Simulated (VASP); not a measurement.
# CdSe in VASP: further runs, part 2 of 2

VASP 6.6.1. Earlier steps stand in the parts before.

**4. Single point, PBE (uniaxial x strain +2.8%)**

INCAR

```
PREC     = Accurate       # precision mode
ENCUT    = 520            # plane-wave cutoff, eV
EDIFF    = 1E-7           # SCF threshold, eV
ISMEAR   = -1             # smearing method
SIGMA    = 0.02           # smearing width, eV
LREAL    = F              # projectors in reciprocal space
LASPH    = T              # aspherical terms in the spheres
NELM     = 100            # most SCF steps
ALGO     = Normal         # electronic algorithm
ISIF     = 2              # what is computed and relaxed
LWAVE    = F              # write WAVECAR
LCHARG   = F              # write CHGCAR
GGA      = PE             # functional
NBANDS   = 16             # bands
```

KPOINTS

```
regular mesh
0
Gamma
  8 8 8
```

POSCAR

```
CdSe
1.0
    0.0000000000      3.0677809644      3.0677809644
    3.1545991657      0.0000000000      3.0677809644
    3.1545991657      3.0677809644      0.0000000000
Cd Se
1 1
Direct
    0.0000000000      0.0000000000      0.0000000000
    0.2500000000      0.2500000000      0.2500000000
```

Potentials or basis: VASP PAW PBE potentials, release 64 (Cd, Se).

Launch:

```bash
> cat potpaw_PBE.64/Cd/POTCAR potpaw_PBE.64/Se/POTCAR > POTCAR
> mpirun -np 1 vasp_std > vasp.out
```

OUTCAR:

```text
PREC = Accurate
   ENCUT = 520
   EDIFF = 1E-7
   ISMEAR = -1
   LREAL = F
   LASPH = T
   NELM = 100
   ISIF = 2
   GGA = PE

 ion  position               nearest neighbor table
   1  0.000  0.000  0.000-   2 2.68   2 2.68   2 2.68   2 2.68
   2  0.250  0.250  0.250-   1 2.68   1 2.68   1 2.68   1 2.68

  LATTYP: Found a body centered tetragonal cell.
 ALAT       =     4.3384974462
 C/A-ratio  =     1.4542358062

  Lattice vectors:
[... 639 lines left out ...]
     16      11.8916      0.00000

 [... further k-points ...]

------------------------ aborting loop because EDIFF is reached ----------------------------------------

  FORCE on cell =-STRESS in cart. coord.  units (eV):
  Direction    XX          YY          ZZ          XY          YZ          ZX
  --------------------------------------------------------------------------------------
  -------------------------------------------------------------------------------------
  Total       -0.0150324      0.1735094      0.1735094      0.0000000      0.0000000      0.0000000
  in kB       -0.4056166      4.6817759      4.6817759      0.0000000      0.0000000      0.0000000
  external PRESSURE =       2.9859784 kB  Pullay stress =       0.0000000 kB

 VOLUME and BASIS-vectors are now :
 -----------------------------------------------------------------------------
  energy-cutoff  :      520.00
  volume of cell :       59.38
      direct lattice vectors                 reciprocal lattice vectors
     0.000000000  3.067780964  3.067780964    -0.158498742  0.162984257  0.162984257
     3.154599166  0.000000000  3.067780964     0.158498742 -0.162984257  0.162984257
     3.154599166  3.067780964  0.000000000     0.158498742  0.162984257 -0.162984257

 POSITION                                       TOTAL-FORCE (eV/Angst)
 -----------------------------------------------------------------------------------
      0.00000      0.00000      0.00000        -0.000000     -0.000000     -0.000000
      1.57730      1.53389      1.53389         0.000000      0.000000      0.000000
 -----------------------------------------------------------------------------------
    total drift:                               -0.000002      0.000001      0.000001

  FREE ENERGIE OF THE ION-ELECTRON SYSTEM (eV)
  ---------------------------------------------------
  free  energy   TOTEN  =        -5.4973936451 eV

  energy  without entropy=       -5.4973936199  energy(sigma->0) =       -5.49739363
```

Run time: 92 s. Hardware: 1 thread of Intel Xeon 8259CL, shared host; peak memory 0.23 GiB.

Results:

- Free energy: -5.4974 eV
- Pressure: 0.3 GPa
- Band gap on the k mesh: 0.47 eV

Stress tensor (GPa, compression positive):
```
-0.04  0.00  0.00
 0.00  0.47  0.00
 0.00  0.00  0.47
```

Levels at points of the mesh, in eV from the valence-band top:
| k point | band 6 | band 7 | band 8 | band 9 | band 10 | band 11 | band 12 | band 13 |
| --- | --- | --- | --- | --- | --- | --- | --- | --- |
| (0.00, 0.00, 0.00) | -7.47 | -0.09 | 0.00 | 0.00 | 0.47 | 5.90 | 5.90 | 5.91 |
| (0.50, 0.00, 0.00) | -7.22 | -4.11 | -0.76 | -0.64 | 2.29 | 6.31 | 6.49 | 7.23 |
| (0.50, 0.50, 0.00) | -7.15 | -3.82 | -1.76 | -1.72 | 3.18 | 3.59 | 8.91 | 9.70 |
| (0.00, 0.50, 0.50) | -7.19 | -3.96 | -1.63 | -1.63 | 3.26 | 3.81 | 8.68 | 9.89 |

Caveat: the cell differs from its parent crystal (uniaxial x strain +2.8%).

**5. Single point, r2SCAN (uniaxial x strain +2.8%)**

POSCAR is that of step 4.

INCAR.step1

```
ALGO = Normal
EDIFF = 1E-4
ENCUT = 520
GGA = PE
ISMEAR = 0
LASPH = True
LCHARG = False
LREAL = False
LWAVE = True
NBANDS = 16
NELM = 100
PREC = Accurate
SIGMA = 0.01
```

INCAR.step2

```
ALGO = Normal
EDIFF = 1E-6
ENCUT = 520
ISIF = 2
ISMEAR = 0
ISTART = 1
LASPH = True
LCHARG = True
LELF = True
LMIXTAU = True
LREAL = False
LVHAR = True
LWAVE = False
METAGGA = R2SCAN
NBANDS = 16
NELM = 100
PREC = Accurate
SIGMA = 0.01
```

KPOINTS

```
k-points
0
Gamma
  8 8 8
```

Potentials or basis: VASP PAW PBE potentials, release 64 (Cd, Se).

Launch:

```bash
> cat potpaw_PBE.64/Cd/POTCAR potpaw_PBE.64/Se/POTCAR > POTCAR
> cp INCAR.step1 INCAR
> mpirun -np 1 vasp_std > vasp.out
> cp INCAR.step2 INCAR
> mpirun -np 1 vasp_std > vasp.out
```

OUTCAR:

```text
EDIFF = 1E-6
   ENCUT = 520
   ISIF = 2
   ISMEAR = 0
   ISTART = 1
   LASPH = True
   LREAL = False
   METAGGA = R2SCAN
   NELM = 100
   PREC = Accurate

 ion  position               nearest neighbor table
   1  0.000  0.000  0.000-   2 2.68   2 2.68   2 2.68   2 2.68
   2  0.250  0.250  0.250-   1 2.68   1 2.68   1 2.68   1 2.68

  LATTYP: Found a body centered tetragonal cell.
 ALAT       =     4.3384974462
 C/A-ratio  =     1.4542358062

  Lattice vectors:

 A1 = (   3.1545991657,   0.0000000000,   3.0677809644)
 A2 = (   3.1545991657,   0.0000000000,  -3.0677809644)
 A3 = (  -3.1545991657,   3.0677809644,   0.0000000000)

Analysis of symmetry for initial positions (statically):
=====================================================================
 Subroutine PRICEL returns:
 Original cell was already a primitive cell.

 Routine SETGRP: Setting up the symmetry group for a
 body centered tetragonal supercell.

 Subroutine GETGRP returns: Found  8 space group operations
 (whereof  8 operations were pure point group operations)
 out of a pool of 16 trial point group operations.

The static configuration has the point symmetry D_2d.

Analysis of symmetry for dynamics (positions and initial velocities):
=====================================================================
 Subroutine PRICEL returns:
 Original cell was already a primitive cell.

 Routine SETGRP: Setting up the symmetry group for a
 body centered tetragonal supercell.

 Subroutine GETGRP returns: Found  8 space group operations
 (whereof  8 operations were pure point group operations)
 out of a pool of 16 trial point group operations.

The dynamic configuration has the point symmetry D_2d.

 Subroutine INISYM returns: Found  8 space group operations
 (whereof  8 operations are pure point group operations),
 and found     1 'primitive' translations

----------------------------------------------------------------------------------------

                                     Primitive cell

  volume of cell :      59.3776

  direct lattice vectors                    reciprocal lattice vectors
     0.000000000  3.067780964  3.067780964    -0.158498742  0.162984257  0.162984257
     3.154599166  0.000000000  3.067780964     0.158498742 -0.162984257  0.162984257
     3.154599166  3.067780964  0.000000000     0.158498742  0.162984257 -0.162984257

  length of vectors
     4.338497446  4.400315437  4.400315437     0.279731277  0.279731277  0.279731277

  position of ions in fractional coordinates (direct lattice)
     0.000000000  0.000000000  0.000000000
     0.250000000  0.250000000  0.250000000

  ion indices of the primitive-cell ions
   primitive index   ion index
                 1           1
                 2           2

----------------------------------------------------------------------------------------

 KPOINTS: k-points

Automatic generation of k-mesh.
 Grid dimensions read from file:
 generate k-points for:    8    8    8

 Generating k-lattice:

  Cartesian coordinates                     Fractional coordinates (reciprocal lattice)
    -0.019812343  0.020373032  0.020373032     0.125000000  0.000000000  0.000000000
     0.019812343 -0.020373032  0.020373032     0.000000000  0.125000000 -0.000000000
     0.019812343  0.020373032 -0.020373032     0.000000000 -0.000000000  0.125000000

  Length of vectors
     0.034966410  0.034966410  0.034966410

  Shift w.r.t. Gamma in fractional coordinates (k-lattice)
     0.000000000  0.000000000  0.000000000

 Subroutine IBZKPT returns following result:
 ===========================================

 Found     59 irreducible k-points:

 Following reciprocal coordinates:
            Coordinates               Weight
  0.000000  0.000000  0.000000      1.000000
  0.125000  0.000000  0.000000      8.000000
  0.250000  0.000000  0.000000      8.000000
  0.375000  0.000000  0.000000      8.000000
  0.500000  0.000000  0.000000      4.000000
  0.125000  0.125000  0.000000      4.000000
[... 16 lines left out ...]
  0.250000  0.125000  0.125000      4.000000
  0.375000  0.125000  0.125000      8.000000
 [... further k-points ...]
   k-points           NKPTS =     59   k-points in BZ     NKDIM =     59   number of bands    NBANDS=     16
   number of dos      NEDOS =    301   number of ions     NIONS =      2
   total plane-waves  NPLWV =  41472
   dimension x,y,z NGX =    32 NGY =   36 NGZ =   36
   dimension x,y,z NGXF=    64 NGYF=   72 NGZF=   72
   ions per type =               1   1
   NGX,Y,Z   is equivalent  to a cutoff of  12.26, 13.60, 13.60 a.u.
   NGXF,Y,Z  is equivalent  to a cutoff of  24.52, 27.20, 27.20 a.u.
 SYSTEM =  unknown system
   PREC   = accura    normal or accurate (medium, high low for compatibility)
   ISTART =      1    job   : 0-new  1-cont  2-samecut
   ICHARG =      0    charge: 1-file 2-atom 10-const
   ISPIN  =      1    spin polarized calculation?
   LNONCOLLINEAR =      F non collinear calculations
   LSORBIT =      F    spin-orbit coupling
   LASPH  =      T    aspherical Exc in radial PAW
   ENCUT  =  520.0 eV  38.22 Ry    6.18 a.u.   8.07  8.18  8.18*2*pi/ulx,y,z
   NELM   =    100;   NELMIN=  2; NELMDL=  0     # of ELM steps
   EDIFF  = 0.1E-05   stopping-criterion for ELM
   LREAL  =      F    real-space projection
   EDIFFG = 0.1E-04   stopping-criterion for IOM
   NSW    =      0    number of steps for IOM
   IBRION =     -1    ionic relax: 0-MD 1-quasi-New 2-CG
   NFREE  =      0    steps in history (QN), initial steepest desc. (CG)
   ISIF   =      2    stress and relaxation
   ISYM   =      2    0-nonsym 1-usesym 2-fastsym
   POTIM  = 0.5000    time-step for ionic-motion
   TEBEG  =    0.0;   TEEND  =   0.0 temperature during run
   PSTRESS=    0.0 pullay stress
   NELECT =      18.0000    total number of electrons
   NUPDOWN=      -1.0000    fix difference up-down
   EMIN   =  10.00;   EMAX   =-10.00  energy-range for DOS
   EFERMI =   0.00;   METHOD = LEGACY
   ISMEAR =     0;   SIGMA  =   0.01  broadening in eV -4-tet -1-fermi 0-gaus
   EFERMI_NEDOS =   21; number of points for ismear=-14 and -15
   IALGO  =     38    algorithm
   IMIX   =      4    mixing-type and parameters
     AMIX     =   0.40;   BMIX     =  1.00
     AMIX_MAG =   1.60;   BMIX_MAG =  1.00
  volume/ion in A,a.u.               =      29.69       200.35
  Fermi-wavevector in a.u.,A,eV,Ry     =   1.099743  2.078214 16.455370  1.209436
  Thomas-Fermi vector in A             =   2.236143
   LORBIT       =      0    0 simple, 1 ext, 2 COOP (PROOUT), +10 PAW based schemes
   METAGGA = R2SCAN    functional components
   LHFCALC =     F    Hartree Fock is set to
   AEXX    =    0.0000 exact exchange contribution
   IVDW    =     0    specifies the selected vdW correction
   LEPSILON=     F    determine dielectric tensor
   LRPA    =     F    only Hartree local field effects (RPA)
 non-spin polarized calculation
 Gauss-broadening in eV      SIGMA  =   0.01
  energy-cutoff  :      520.00
  volume of cell :       59.38
 maximum number of plane-waves:      1620
   NGX = 17   NGY = 17   NGZ = 17

 number of electron      18.0000000 magnetization

 Free energy of the ion-electron system (eV)
  ---------------------------------------------------
  ext. energy  EPLUGINS =         0.00000000
  ---------------------------------------------------
  free energy    TOTEN  =       -35.90878488 eV

  energy without entropy =      -35.90878488  energy(sigma->0) =      -35.90878488

 E-fermi :   0.3754     XC(G=0):  -9.1716

 val. band max:        0.2563306615   @ k =   0.0000   0.0000   0.0000
 cond. band min:       1.1885331419   @ k =   0.0000   0.0000   0.0000
 fundamental gap:      0.9322024804
 Fermi energy:         0.3754069301

 k-point     1 :       0.0000    0.0000    0.0000
  band No.  band energies     occupation
      1     -12.4917      2.00000
      2      -7.7833      2.00000
      3      -7.7707      2.00000
      4      -7.7707      2.00000
      5      -7.4351      2.00000
      6      -7.4316      2.00000
[... 8 lines left out ...]
     15      11.5178      0.00000
     16      11.9641      0.00000
[... 419 lines left out ...]
 k-point    24 :       0.3750    0.1250    0.1250
  band No.  band energies     occupation
      1     -12.2524      2.00000
      2      -7.7012      2.00000
      3      -7.6982      2.00000
      4      -7.4876      2.00000
      5      -7.4428      2.00000
      6      -7.3818      2.00000
[... 8 lines left out ...]
     15      11.3223      0.00000
     16      12.1674      0.00000

 [... further k-points ...]
[... 5 lines left out ...]
  --------------------------------------------------------------------------------------
  -------------------------------------------------------------------------------------
  Total       -0.5804314     -0.3789239     -0.3789239      0.0000000      0.0000000      0.0000000
  in kB      -15.6616885    -10.2244449    -10.2244449      0.0000000      0.0000000      0.0000000
  external PRESSURE =     -12.0368595 kB  Pullay stress =       0.0000000 kB

 VOLUME and BASIS-vectors are now :
 -----------------------------------------------------------------------------
  energy-cutoff  :      520.00
  volume of cell :       59.38
      direct lattice vectors                 reciprocal lattice vectors
     0.000000000  3.067780964  3.067780964    -0.158498742  0.162984257  0.162984257
     3.154599166  0.000000000  3.067780964     0.158498742 -0.162984257  0.162984257
     3.154599166  3.067780964  0.000000000     0.158498742  0.162984257 -0.162984257

 POSITION                                       TOTAL-FORCE (eV/Angst)
 -----------------------------------------------------------------------------------
      0.00000      0.00000      0.00000        -0.000000      0.000000      0.000000
      1.57730      1.53389      1.53389         0.000000     -0.000000     -0.000000
 -----------------------------------------------------------------------------------
    total drift:                               -0.000070      0.000021      0.000021

  FREE ENERGIE OF THE ION-ELECTRON SYSTEM (eV)
  ---------------------------------------------------
  free  energy   TOTEN  =       -35.9087848838 eV

  energy  without entropy=      -35.9087848838  energy(sigma->0) =      -35.90878488
```

OSZICAR.step1:

```text
N       E                     dE             d eps       ncg     rms          rms(c)
DAV:   1     0.104589384095E+03    0.10459E+03   -0.86902E+03  1912   0.997E+02
DAV:   2    -0.180040134829E+01   -0.10639E+03   -0.10051E+03  2312   0.245E+02
DAV:   3    -0.586442891814E+01   -0.40640E+01   -0.40574E+01  2184   0.496E+01
DAV:   4    -0.588205548428E+01   -0.17627E-01   -0.17626E-01  2480   0.330E+00
DAV:   5    -0.588216530714E+01   -0.10982E-03   -0.10982E-03  2272   0.228E-01    0.555E+00
DAV:   6    -0.551691362440E+01    0.36525E+00   -0.56031E-01  2800   0.854E+00    0.448E+00
DAV:   7    -0.549615698502E+01    0.20757E-01   -0.13627E-01  2248   0.244E+00    0.197E+00
DAV:   8    -0.549705375800E+01   -0.89677E-03   -0.12311E-02  2232   0.132E+00    0.240E-01
DAV:   9    -0.549727168690E+01   -0.21793E-03   -0.13509E-03  2328   0.451E-01    0.484E-02
DAV:  10    -0.549734118207E+01   -0.69495E-04   -0.14461E-04  1992   0.148E-01
   1 F= -.54973412E+01 E0= -.54973412E+01  d E =-.598145E-16
```

It took 4.1 min on 1 thread of Intel Xeon 8259CL, shared host; peak memory 0.24 GiB.

What came out:

* Free energy: -35.9088 eV
* Pressure: -1.2 GPa
* Band gap on the k mesh: 0.93 eV

Caveat: the cell differs from its parent crystal (uniaxial x strain +2.8%); the PAW data sets were made with another functional, which shifts forces and pressure a little.

**6. The runs side by side**

| level | cell | smearing | gap on the mesh (eV) | pressure (GPa) |
| --- | --- | --- | --- | --- |
| PBE | a = 4.287 Å, angles 60.0°, 2 atoms | fermi-dirac 0.02 eV | 0.63 | 3.7 |
| r2SCAN | a = 4.287 Å, angles 60.0°, 2 atoms | gaussian 0.01 eV | 1.11 | 2.2 |
| PBE | a = 4.338, b = 4.400, c = 4.400 Å, angles 59.1, 60.5, 60.5°, 2 atoms | fermi-dirac 0.02 eV | 0.47 | 0.3 |
| r2SCAN | a = 4.338, b = 4.400, c = 4.400 Å, angles 59.1, 60.5, 60.5°, 2 atoms | gaussian 0.01 eV | 0.93 | -1.2 |

Alike in all rows: task single point; potentials or basis VASP PAW PBE potentials, release 64 (Cd, Se); no spin polarisation; k mesh 8 × 8 × 8; cutoff (eV) 520.

Caveats: the PAW data sets were made with another functional, which shifts forces and pressure a little (at least some runs); the cell stands under pressure (at least some runs).

Absolute energies hang on the potentials; compare differences alone.
